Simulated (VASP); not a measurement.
Runs of VASP 6.6.1 on V3NiMo. The structure is that of space group Pm-3m (No. 221), or close to it. The cells are those of the table. 

```tsv
task	cell	k mesh	cutoff (eV)	gap on the mesh (eV)	pressure (GPa)	relaxed volume (Å³/atom)
single point	a = 4.439 Å, 5 atoms	4 × 4 × 4	520	none	1.0	-
relaxation of cell and atoms	relaxed from a = 4.439 Å, 5 atoms	8 × 8 × 8	600	none	0.0	(a)
relaxation of cell and atoms	relaxed from a = 3.912 Å, 5 atoms	4 × 4 × 4	600	none	-0.3	17.65
single point	a = 4.456 Å, 5 atoms	8 × 8 × 8	520	none	0.9	-
```

Alike in all rows: level PBE; potentials or basis VASP PAW PBE potentials, release 64 (V_sv, Ni, Mo_sv); no spin polarisation; smearing gaussian 0.1 eV.

Problem. Fill in the values left out.

Solution. (a) 17.83.

Caveats: some runs use coarse meshes; the volume moved by over 15 % at a fixed basis, so the end points are rough (some runs).

A k mesh can miss the band edges, and the runs leave out spin-orbit coupling on Mo.

A gap of «none» marks levels without a gap at the run's occupations.
